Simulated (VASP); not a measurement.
# PtSe2 (P-3m1) in VASP: a series of runs

PtSe2 is run at these levels: PBE+D3(BJ); tasks: single point.

Program: VASP 6.6.1. These are calculated values, not measurements. Logs are shortened: lines on timing, memory, paths and dates and some standing lists are left out, and cuts for length are marked.

## Step 1: The cell of the first run

The structure is trigonal, space group P-3m1 (No. 164). Conventional cell: a = 3.722 Å, b = 3.722 Å, c = 4.950 Å, α = 90.00°, β = 90.00°, γ = 120.00°. Pt (site symmetry -3m) has 6 Se at 2.60 Å within 3.4 Å. Se (site symmetry 3m) has 3 Pt at 2.60 Å and 3 Se at 2.94 Å within 3.4 Å.

## Step 2: Single point, PBE+D3(BJ) (c/a of the conventional cell at fixed volume 1.3297)

INCAR reads:

```
PREC = Accurate ; ENCUT = 520
EDIFF = 1E-6 ; ISMEAR = 0
SIGMA = 0.15 ; LREAL = F
LASPH = T ; NELM = 60
ALGO = Normal ; ISIF = 2
LWAVE = F ; LCHARG = F
GGA = PE ; IVDW = 12
NBANDS = 18
```

KPOINTS reads:

```
regular mesh
0
Gamma
  12 12 8
```

POSCAR reads:

```
PtSe2
1.0
    3.7224757418      0.0000000000      0.0000000000
   -1.8612378709      3.2237585574      0.0000000000
    0.0000000000      0.0000000000      4.9497759939
Pt Se
1 2
Direct
    0.0000000000      0.0000000000      0.0000000000
    0.3333333333      0.6666666667      0.2969401033
    0.6666666667      0.3333333333      0.7030598967
```

Potentials or basis: VASP PAW PBE potentials, release 64 (Pt, Se).

Command:

```bash
$ cat potpaw_PBE.64/Pt/POTCAR potpaw_PBE.64/Se/POTCAR > POTCAR
$ mpirun -np 1 vasp_std > vasp.out
```

OUTCAR:

```text
PREC = Accurate
   ENCUT = 520
   EDIFF = 1E-6
   ISMEAR = 0
   LREAL = F
   LASPH = T
   NELM = 60
   ISIF = 2
   GGA = PE
   IVDW = 12
 IVDW          = 12

 ion  position               nearest neighbor table
   1  0.000  0.000  0.000-   2 2.60   3 2.60   3 2.60   2 2.60   3 2.60   2 2.60
   2  0.333  0.667  0.297-   1 2.60   1 2.60   1 2.60
   3  0.667  0.333  0.703-   1 2.60   1 2.60   1 2.60

  LATTYP: Found a hexagonal cell.
 ALAT       =     3.7224757418
 C/A-ratio  =     1.3297000000

  Lattice vectors:

 A1 = (   3.7224757418,   0.0000000000,   0.0000000000)
 A2 = (  -1.8612378709,   3.2237585574,   0.0000000000)
 A3 = (   0.0000000000,   0.0000000000,   4.9497759939)

Analysis of symmetry for initial positions (statically):
=====================================================================
 Subroutine PRICEL returns:
 Original cell was already a primitive cell.

 Routine SETGRP: Setting up the symmetry group for a
 hexagonal supercell.

 Subroutine GETGRP returns: Found 12 space group operations
 (whereof 12 operations were pure point group operations)
 out of a pool of 24 trial point group operations.

The static configuration has the point symmetry D_3d.

Analysis of symmetry for dynamics (positions and initial velocities):
=====================================================================
 Subroutine PRICEL returns:
 Original cell was already a primitive cell.

 Routine SETGRP: Setting up the symmetry group for a
 hexagonal supercell.

 Subroutine GETGRP returns: Found 12 space group operations
 (whereof 12 operations were pure point group operations)
 out of a pool of 24 trial point group operations.

The dynamic configuration has the point symmetry D_3d.

 Subroutine INISYM returns: Found 12 space group operations
 (whereof 12 operations are pure point group operations),
 and found     1 'primitive' translations

----------------------------------------------------------------------------------------

                                     Primitive cell

  volume of cell :      59.3991

  direct lattice vectors                    reciprocal lattice vectors
     3.722475742  0.000000000  0.000000000     0.268638420  0.155098464  0.000000000
    -1.861237871  3.223758557  0.000000000     0.000000000  0.310196928  0.000000000
     0.000000000  0.000000000  4.949775994     0.000000000  0.000000000  0.202029345

  length of vectors
     3.722475742  3.722475742  4.949775994     0.310196928  0.310196928  0.202029345

  position of ions in fractional coordinates (direct lattice)
     0.000000000  0.000000000  0.000000000
     0.333333333  0.666666667  0.296940103
     0.666666667  0.333333333  0.703059897

  ion indices of the primitive-cell ions
   primitive index   ion index
                 1           1
                 2           2
                 3           3

----------------------------------------------------------------------------------------

 KPOINTS: regular mesh

Automatic generation of k-mesh.
 Grid dimensions read from file:
 generate k-points for:   12   12    8

 Generating k-lattice:

  Cartesian coordinates                     Fractional coordinates (reciprocal lattice)
     0.022386535  0.012924872  0.000000000     0.083333333  0.000000000  0.000000000
     0.000000000  0.025849744  0.000000000     0.000000000  0.083333333  0.000000000
     0.000000000  0.000000000  0.025253668     0.000000000  0.000000000  0.125000000

  Length of vectors
     0.025849744  0.025849744  0.025253668

  Shift w.r.t. Gamma in fractional coordinates (k-lattice)
     0.000000000  0.000000000  0.000000000

 Subroutine IBZKPT returns following result:
 ===========================================

 Found    131 irreducible k-points:

 Following reciprocal coordinates:
            Coordinates               Weight
  0.000000  0.000000  0.000000      1.000000
  0.083333  0.000000  0.000000      6.000000
  0.166667  0.000000  0.000000      6.000000
  0.250000  0.000000  0.000000      6.000000
  0.333333  0.000000  0.000000      6.000000
  0.416667 -0.000000  0.000000      6.000000
[... 16 lines left out ...]
  0.166667  0.000000  0.125000      6.000000
  0.000000  0.166667  0.125000      6.000000
 [... further k-points ...]
   k-points           NKPTS =    131   k-points in BZ     NKDIM =    131   number of bands    NBANDS=     18
   number of dos      NEDOS =    301   number of ions     NIONS =      3
   total plane-waves  NPLWV =  31360
   dimension x,y,z NGX =    28 NGY =   28 NGZ =   40
   dimension x,y,z NGXF=    56 NGYF=   56 NGZF=   80
   ions per type =               1   2
   NGX,Y,Z   is equivalent  to a cutoff of  12.50, 12.50, 13.43 a.u.
   NGXF,Y,Z  is equivalent  to a cutoff of  25.01, 25.01, 26.87 a.u.
 SYSTEM =  unknown system
   PREC   = accura    normal or accurate (medium, high low for compatibility)
   ISTART =      0    job   : 0-new  1-cont  2-samecut
   ICHARG =      2    charge: 1-file 2-atom 10-const
   ISPIN  =      1    spin polarized calculation?
   LNONCOLLINEAR =      F non collinear calculations
   LSORBIT =      F    spin-orbit coupling
   LASPH  =      T    aspherical Exc in radial PAW
   ENCUT  =  520.0 eV  38.22 Ry    6.18 a.u.   6.92  6.92  9.20*2*pi/ulx,y,z
   NELM   =     60;   NELMIN=  2; NELMDL= -5     # of ELM steps
   EDIFF  = 0.1E-05   stopping-criterion for ELM
   LREAL  =      F    real-space projection
   EDIFFG = 0.1E-04   stopping-criterion for IOM
   NSW    =      0    number of steps for IOM
   IBRION =     -1    ionic relax: 0-MD 1-quasi-New 2-CG
   NFREE  =      0    steps in history (QN), initial steepest desc. (CG)
   ISIF   =      2    stress and relaxation
   ISYM   =      2    0-nonsym 1-usesym 2-fastsym
   POTIM  = 0.5000    time-step for ionic-motion
   TEBEG  =    0.0;   TEEND  =   0.0 temperature during run
   PSTRESS=    0.0 pullay stress
   NELECT =      22.0000    total number of electrons
   NUPDOWN=      -1.0000    fix difference up-down
   EMIN   =  10.00;   EMAX   =-10.00  energy-range for DOS
   EFERMI =   0.00;   METHOD = LEGACY
   ISMEAR =     0;   SIGMA  =   0.15  broadening in eV -4-tet -1-fermi 0-gaus
   EFERMI_NEDOS =   21; number of points for ismear=-14 and -15
   IALGO  =     38    algorithm
   IMIX   =      4    mixing-type and parameters
     AMIX     =   0.40;   BMIX     =  1.00
     AMIX_MAG =   1.60;   BMIX_MAG =  1.00
  volume/ion in A,a.u.               =      19.80       133.61
  Fermi-wavevector in a.u.,A,eV,Ry     =   1.175680  2.221713 18.806288  1.382223
  Thomas-Fermi vector in A             =   2.312056
   LORBIT       =      0    0 simple, 1 ext, 2 COOP (PROOUT), +10 PAW based schemes
   GGA     = PE    functional components
   LHFCALC =     F    Hartree Fock is set to
   AEXX    =    0.0000 exact exchange contribution
   IVDW    =    12    specifies the selected vdW correction
   LEPSILON=     F    determine dielectric tensor
   LRPA    =     F    only Hartree local field effects (RPA)
 non-spin polarized calculation
 Gauss-broadening in eV      SIGMA  =   0.15
  energy-cutoff  :      520.00
  volume of cell :       59.40
 maximum number of plane-waves:      1620
   NGX = 13   NGY = 13   NGZ = 19

 number of electron      21.9999998 magnetization

 Free energy of the ion-electron system (eV)
  ---------------------------------------------------
  ext. energy  EPLUGINS =         0.00000000
  ---------------------------------------------------
  free energy    TOTEN  =       -13.91637360 eV

  energy without entropy =      -13.90434232  energy(sigma->0) =      -13.91035796

 E-fermi :   6.5129     XC(G=0): -10.9013

 val. band max:        6.4995966327   @ k =   0.3333   0.2500   0.0000
 cond. band min:       6.5295249744   @ k =   0.5000   0.0000   0.5000
 fundamental gap:      0.0299283417
 Fermi energy:         6.5129414779

 k-point     1 :       0.0000    0.0000    0.0000
  band No.  band energies     occupation
      1      -8.9481      2.00000
      2      -5.7995      2.00000
      3      -0.4119      2.00000
      4       1.2927      2.00000
      5       1.2927      2.00000
      6       3.3044      2.00000
[... 10 lines left out ...]
     17      14.2065      0.00000
     18      17.9325      0.00000

 k-point     2 :       0.0833    0.0000    0.0000
  band No.  band energies     occupation
      1      -8.8748      2.00000
      2      -5.8279      2.00000
      3      -0.3101      2.00000
      4       1.3307      2.00000
      5       1.3388      2.00000
      6       3.1989      2.00000
[... 10 lines left out ...]
     17      14.4079      0.00000
     18      17.1397      0.00000

 k-point     3 :       0.1667    0.0000    0.0000
  band No.  band energies     occupation
      1      -8.6608      2.00000
      2      -5.9117      2.00000
      3      -0.0163      2.00000
      4       1.4347      2.00000
      5       1.4688      2.00000
      6       2.7062      2.00000
[... 10 lines left out ...]
     17      14.8927      0.00000
     18      15.7622      0.00000

 k-point     4 :       0.2500    0.0000    0.0000
  band No.  band energies     occupation
      1      -8.3253      2.00000
      2      -6.0493      2.00000
      3       0.4297      2.00000
      4       1.4305      2.00000
      5       1.5734      2.00000
      6       2.0418      2.00000
[... 375 lines left out ...]
      4       1.3097      2.00000
      5       1.4247      2.00000
      6       3.1238      2.00000
[... 10 lines left out ...]
     17      14.7231      0.00000
     18      16.0985      0.00000

 k-point    23 :       0.1667    0.0000    0.1250
  band No.  band energies     occupation
      1      -8.5910      2.00000
      2      -6.0736      2.00000
      3       0.1627      2.00000
      4       1.4626      2.00000
      5       1.5373      2.00000
      6       2.8916      2.00000
[... 10 lines left out ...]
     17      14.2216      0.00000
     18      14.8901      0.00000

 k-point    24 :       0.0000    0.1667    0.1250
  band No.  band energies     occupation
      1      -8.6001      2.00000
      2      -6.0395      2.00000
      3       0.0365      2.00000
      4       1.3617      2.00000
      5       1.6772      2.00000
      6       2.3930      2.00000
[... 10 lines left out ...]
     17      15.4330      0.00000
     18      15.5681      0.00000

 [... further k-points ...]

------------------------ aborting loop because EDIFF is reached ----------------------------------------

 Edisp (eV)   -1.47430

 E8    (eV) :    -0.6341

  FORCE on cell =-STRESS in cart. coord.  units (eV):
  Direction    XX          YY          ZZ          XY          YZ          ZX
  --------------------------------------------------------------------------------------
  -------------------------------------------------------------------------------------
  Total      -1.54295    -1.54295    -3.30474    -0.00000     0.00000     0.00000
  in kB     -41.61812   -41.61812   -89.13898    -0.00000     0.00000     0.00000
  external pressure =      -57.46 kB  Pullay stress =        0.00 kB

 VOLUME and BASIS-vectors are now :
 -----------------------------------------------------------------------------
  energy-cutoff  :      520.00
  volume of cell :       59.40
      direct lattice vectors                 reciprocal lattice vectors
     3.722475742  0.000000000  0.000000000     0.268638420  0.155098464  0.000000000
    -1.861237871  3.223758557  0.000000000     0.000000000  0.310196928  0.000000000
     0.000000000  0.000000000  4.949775994     0.000000000  0.000000000  0.202029345

 POSITION                                       TOTAL-FORCE (eV/Angst)
 -----------------------------------------------------------------------------------
      0.00000      0.00000      0.00000         0.000000      0.000000      0.000000
     -0.00000      2.14917      1.46979        -0.000000      0.000000     -1.560737
      1.86124      1.07459      3.47999         0.000000     -0.000000      1.560737
 -----------------------------------------------------------------------------------
    total drift:                               -0.000000     -0.000000     -0.000000

  FREE ENERGIE OF THE ION-ELECTRON SYSTEM (eV)
  ---------------------------------------------------
  free  energy   TOTEN  =       -15.3906758577 eV

  energy  without entropy=      -15.3786445755  energy(sigma->0) =      -15.38466022
```

Wall time 43 s (1 thread of Intel Xeon 6975P-C (Granite Rapids), shared host); peak memory 0.29 GiB.

What came out:

```yaml
Free_energy: -15.3907 eV
Pressure: -5.7 GPa
Largest_force: 1.561 eV/Å
Band_gap_on_the_k_mesh: zero (band 11 reaches 7.00 eV, above the bottom of band 12 at 6.37 eV)
Dispersion_energy_per_atom: -0.491 eV
```

Forces in eV/Å, atoms in the order of the input:
```
Pt   0.000  0.000  0.000
Se   0.000  0.000 -1.561
Se   0.000  0.000  1.561
```

Caveat: spin-orbit coupling is left out, which moves the levels of the heavy elements; pairwise dispersion overbinds metals, which lowers pressure and volume; forces of over 1 eV/Å act on the atoms, so gaps and moduli don't describe the material at rest.

## Step 3: Single point, PBE+D3(BJ) (c/a of the conventional cell at fixed volume 1.2274)

INCAR reads:

```
ALGO = Normal
EDIFF = 1E-6
ENCUT = 520
GGA = PE
ISIF = 2
ISMEAR = 0
IVDW = 12
LASPH = True
LCHARG = True
LELF = True
LREAL = False
LVHAR = True
LWAVE = False
NBANDS = 18
NELM = 100
PREC = Accurate
SIGMA = 0.15
```

KPOINTS reads:

```
k-points
0
Gamma
  12 12 8
```

POSCAR reads:

```
PtSe2
1.0
    3.8231475509      0.0000000000      0.0000000000
   -1.9115737755      3.3109429015      0.0000000000
    0.0000000000      0.0000000000      4.6925313040
Pt Se
1 2
Direct
    0.0000000000      0.0000000000      0.0000000000
    0.3333333333      0.6666666667      0.2969401033
    0.6666666667      0.3333333333      0.7030598967
```

Potentials or basis: VASP PAW PBE potentials, release 64 (Pt, Se).

Command:

```bash
$ cat potpaw_PBE.64/Pt/POTCAR potpaw_PBE.64/Se/POTCAR > POTCAR
$ mpirun -np 1 vasp_std > vasp.out
```

OUTCAR:

```text
EDIFF = 1E-6
   ENCUT = 520
   GGA = PE
   ISIF = 2
   ISMEAR = 0
   IVDW = 12
   LASPH = True
   LREAL = False
   NELM = 100
   PREC = Accurate
 IVDW          = 12

 ion  position               nearest neighbor table
   1  0.000  0.000  0.000-   2 2.61   3 2.61   3 2.61   2 2.61   3 2.61   2 2.61
   2  0.333  0.667  0.297-   1 2.61   1 2.61   1 2.61
   3  0.667  0.333  0.703-   1 2.61   1 2.61   1 2.61

  LATTYP: Found a hexagonal cell.
 ALAT       =     3.8231475509
 C/A-ratio  =     1.2274000000

  Lattice vectors:

 A1 = (   3.8231475509,   0.0000000000,   0.0000000000)
 A2 = (  -1.9115737755,   3.3109429015,   0.0000000000)
 A3 = (   0.0000000000,   0.0000000000,   4.6925313040)

Analysis of symmetry for initial positions (statically):
=====================================================================
 Subroutine PRICEL returns:
 Original cell was already a primitive cell.

 Routine SETGRP: Setting up the symmetry group for a
 hexagonal supercell.

 Subroutine GETGRP returns: Found 12 space group operations
 (whereof 12 operations were pure point group operations)
[... 163 lines left out ...]

  energy without entropy =      -13.93649207  energy(sigma->0) =      -13.94184697

 E-fermi :   6.4479     XC(G=0): -10.9070

 val. band max:        6.4421831083   @ k =   0.0000   0.1667   0.3750
 cond. band min:       6.4515597284   @ k =   0.0833   0.0833   0.3750
 fundamental gap:      0.0093766202
 Fermi energy:         6.4478624094

 k-point     1 :       0.0000    0.0000    0.0000
  band No.  band energies     occupation
      1      -8.9910      2.00000
      2      -5.5410      2.00000
      3      -0.1608      2.00000
      4       1.0930      2.00000
      5       1.0930      2.00000
      6       3.3182      2.00000
[... 481 lines left out ...]
      5       1.6703      2.00000
      6       2.3427      2.00000
[... 10 lines left out ...]
     17      15.2623      0.00000
     18      15.4516      0.00000

 [... further k-points ...]

------------------------ aborting loop because EDIFF is reached ----------------------------------------

 Edisp (eV)   -1.47525

 E8    (eV) :    -0.6348

  FORCE on cell =-STRESS in cart. coord.  units (eV):
  Direction    XX          YY          ZZ          XY          YZ          ZX
  --------------------------------------------------------------------------------------
  -------------------------------------------------------------------------------------
  Total      -2.70900    -2.70900    -2.13752     0.00000     0.00000    -0.00000
  in kB     -73.07019   -73.07019   -57.65558     0.00000     0.00000    -0.00000
  external pressure =      -67.93 kB  Pullay stress =        0.00 kB

 VOLUME and BASIS-vectors are now :
 -----------------------------------------------------------------------------
  energy-cutoff  :      520.00
  volume of cell :       59.40
      direct lattice vectors                 reciprocal lattice vectors
     3.823147551  0.000000000  0.000000000     0.261564584  0.151014383  0.000000000
    -1.911573775  3.310942901  0.000000000     0.000000000  0.302028766  0.000000000
     0.000000000  0.000000000  4.692531304     0.000000000  0.000000000  0.213104599

 POSITION                                       TOTAL-FORCE (eV/Angst)
 -----------------------------------------------------------------------------------
      0.00000      0.00000      0.00000        -0.000000      0.000000      0.000000
     -0.00000      2.20730      1.39340         0.000000     -0.000000     -1.539879
      1.91157      1.10365      3.29913        -0.000000      0.000000      1.539879
 -----------------------------------------------------------------------------------
    total drift:                               -0.000000     -0.000000     -0.000000

  FREE ENERGIE OF THE ION-ELECTRON SYSTEM (eV)
  ---------------------------------------------------
  free  energy   TOTEN  =       -15.4224483977 eV

  energy  without entropy=      -15.4117385867  energy(sigma->0) =      -15.41709349
```

OSZICAR:

```text
N       E                     dE             d eps       ncg     rms          rms(c)
DAV:   1     0.108550150592E+03    0.10855E+03   -0.10074E+04  4748   0.108E+03
DAV:   2    -0.946145199357E+01   -0.11801E+03   -0.11404E+03  5864   0.211E+02
DAV:   3    -0.144935022810E+02   -0.50321E+01   -0.49828E+01  5694   0.431E+01
DAV:   4    -0.145310241409E+02   -0.37522E-01   -0.37500E-01  5738   0.408E+00
DAV:   5    -0.145313694814E+02   -0.34534E-03   -0.34533E-03  5530   0.387E-01    0.102E+01
DAV:   6    -0.142069612483E+02    0.32441E+00   -0.41116E+00  4870   0.166E+01    0.713E+00
DAV:   7    -0.139574358692E+02    0.24953E+00   -0.78994E-01  4814   0.840E+00    0.339E+00
DAV:   8    -0.139490265204E+02    0.84093E-02   -0.57997E-02  5190   0.152E+00    0.759E-01
DAV:   9    -0.139471604517E+02    0.18661E-02   -0.67364E-03  5234   0.738E-01    0.218E-01
DAV:  10    -0.139471913985E+02   -0.30947E-04   -0.11526E-03  5168   0.204E-01    0.282E-02
DAV:  11    -0.139471981587E+02   -0.67603E-05   -0.61783E-05  5864   0.583E-02    0.216E-02
DAV:  12    -0.139472013498E+02   -0.31911E-05   -0.48776E-06  5238   0.164E-02    0.980E-03
DAV:  13    -0.139472018783E+02   -0.52849E-06   -0.21780E-06  5014   0.109E-02
   1 F= -.15422448E+02 E0= -.15417093E+02  d E =-.107098E-01
```

stdout:

```text
POSCAR found type information on POSCAR PtSe
 POSCAR found :  2 types and       3 ions
 scaLAPACK will be used
 LDA part: xc-table for (Slater+PW92), standard interpolation
 POSCAR, INCAR and KPOINTS ok, starting setup
 FFT: planning ... GRIDC
 FFT: planning ... GRID_SOFT
 FFT: planning ... GRID
 WAVECAR not read
 entering main loop
```

Run time: 41 s. Hardware: 1 thread of Intel Xeon 6975P-C (Granite Rapids), shared host; peak memory 0.28 GiB.

Results:

```
Free energy                : -15.4224 eV
Pressure                   : -6.8 GPa
Largest force              : 1.540 eV/Å
Band gap on the k mesh     : zero (band 11 reaches 6.83 eV, above the bottom of band 12 at 6.36 eV)
Dispersion energy per atom : -0.492 eV
```

Forces in eV/Å, atoms in the order of the input:
```
Pt   0.000  0.000  0.000
Se   0.000  0.000 -1.540
Se   0.000  0.000  1.540
```

Stress tensor (GPa, compression positive):
```
-7.31  0.00  0.00
 0.00 -7.31  0.00
 0.00  0.00 -5.77
```

Caveat: spin-orbit coupling is left out, which moves the levels of the heavy elements; pairwise dispersion overbinds metals, which lowers pressure and volume; forces of over 1 eV/Å act on the atoms, so gaps and moduli don't describe the material at rest.

(Continued in part 2 of 2.)
